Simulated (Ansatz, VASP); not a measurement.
One calculation of Ir, two programs

INCAR

```
PREC = Accurate ; ENCUT = 520
EDIFF = 1E-7 ; ISMEAR = 0
SIGMA = 0.15 ; LREAL = F
LASPH = T ; NELM = 60
ALGO = Fast ; ISIF = 2
LWAVE = F ; LCHARG = F
GGA = CA ; NBANDS = 16
```

The input KPOINTS:

```
regular mesh
0
Gamma
  16 16 12
```

POSCAR

```
Ir
1.0
    0.0000000000     -1.9054060557     -1.9054060557
    0.0000000000      1.9054060557     -1.9054060557
    3.8108121114      0.0000000000      0.0000000000
Ir
2
Direct
    0.5151148885      0.4848851115      0.4887687982
   -0.0151148885      0.0151148885      0.0112312018
```

Input for Ansatz:

```yaml
crystal:
  lattice:
    - [0.0, -1.9054060557, -1.9054060557]
    - [0.0, 1.9054060557, -1.9054060557]
    - [3.8108121114, 0.0, 0.0]
  atoms:
    - { symbol: Ir, position: [0.5151148885, 0.4848851115, 0.4887687982] }
    - { symbol: Ir, position: [-0.0151148885, 0.0151148885, 0.0112312018] }
basis:
  ecutwfc: 420
kpoints:
  mp_grid: { grid: [16, 16, 12] }
hamiltonian:
  xc: lda
  pseudopotentials: { kind: paw, azcp: { folder: soft_1 } }
scf:
  occupations: { method: gaussian, width: 0.15 }
output:
  forces: true
  stress: true
  eigenvalues: true
  write_density: true
  write_potential: true
  elf: true
  volumetric_format: npy
```

Change from the starting cell: mode 4 frozen in at -0.058 Å and mode 6 at -0.043 Å (largest displacements).

Alike in both runs: task single point; functional LDA; k mesh 16 × 16 × 12; occupations gaussian, width 0.15 eV; no spin polarisation.

```csv
,VASP,Ansatz
version,VASP 6.6.1,Ansatz 0.2.0
potentials or method,"VASP PAW LDA potentials, release 64 (Ir), cutoff 520 eV","scalar-relativistic, plane waves, PAW"
valence electrons in the cell,18,34
```

Ansatz gave:

| Item | Value |
| --- | --- |
| gap on the k mesh at the Fermi level (eV) | none |
| pressure (GPa) | 3.1 |
| traceless stress, the component that is largest in VASP (GPa) | 3.61 |
| rms of the force components (eV/Å) | 0.898 |

What did VASP give for the same quantities?

gap on the k mesh at the Fermi level (eV): none; pressure (GPa): 5.7; traceless stress, the component that is largest in VASP (GPa): 3.64; rms of the force components (eV/Å): 0.925.

Ansatz warns that its potentials were made for another functional, while VASP's fit it. LDA's correlation is that of Perdew and Zunger in VASP and of Perdew and Wang (1992) in Ansatz. Atom by atom the forces differ by 0.028 eV/Å (rms over components). A gap of «none» marks a metal or a gap that the smearing closes. VASP's potentials hold 18 valence electrons a cell and Ansatz's 34, so a difference there can come from the potentials and not from the codes.

Neither program's run includes spin-orbit coupling.
